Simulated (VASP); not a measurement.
Set up this calculation in VASP 6.6.1, as the native input.

| Item | Value |
| --- | --- |
| Task | single point |
| Functional | LDA |
| Potentials or basis | VASP PAW LDA potentials, release 64 (K_sv) |
| Cutoff | 520 eV |
| k mesh | 6 × 6 × 12 |
| Occupations | gaussian, width 0.15 eV |
| Spin | no spin polarisation |
| Dipole correction | no |
| Further INCAR settings | ALGO = Normal; EDIFF = 1e-07; NBANDS = 10 |

The structure of K lies in POSCAR:

```
K
1.0
    9.0716450310      0.0000000000      0.0000000000
    0.0000000000      9.0716450310      0.0000000000
    0.0000000000      0.0000000000      4.3245983300
K
1
Direct
    0.0000000000      0.0000000000      0.0000000000
```

This cell differs from its parent crystal: strain -0.1000 x Voigt [1, 1, 0, 0, 0, 0].

These files were run (other wordings do the same):

INCAR

```
PREC = Accurate ; ENCUT = 520
EDIFF = 1E-7 ; ISMEAR = 0
SIGMA = 0.15 ; LREAL = False
LASPH = True ; NELM = 100
ALGO = Normal ; ISIF = 2
LWAVE = False ; LCHARG = False
NBANDS = 10
```

KPOINTS

```
Automatic mesh
0
Gamma
  6 6 12
```

Potentials or basis: VASP PAW LDA potentials, release 64 (K_sv).

Launch:

```sh
$ cat potpaw_LDA.64/K_sv/POTCAR > POTCAR
$ mpirun -np 1 vasp_std > vasp.out
```

Results of the run:

* Pressure: -0.1 GPa

Caveat: the cell differs from its parent crystal (strain -0.1000 x Voigt [1, 1, 0, 0, 0, 0]).

Wall time 4.8 min on 1 thread of Intel(R) Xeon(R) Platinum 8375C CPU @ 2.90GHz (Ice Lake) (shared host), peak memory 0.46 GiB.
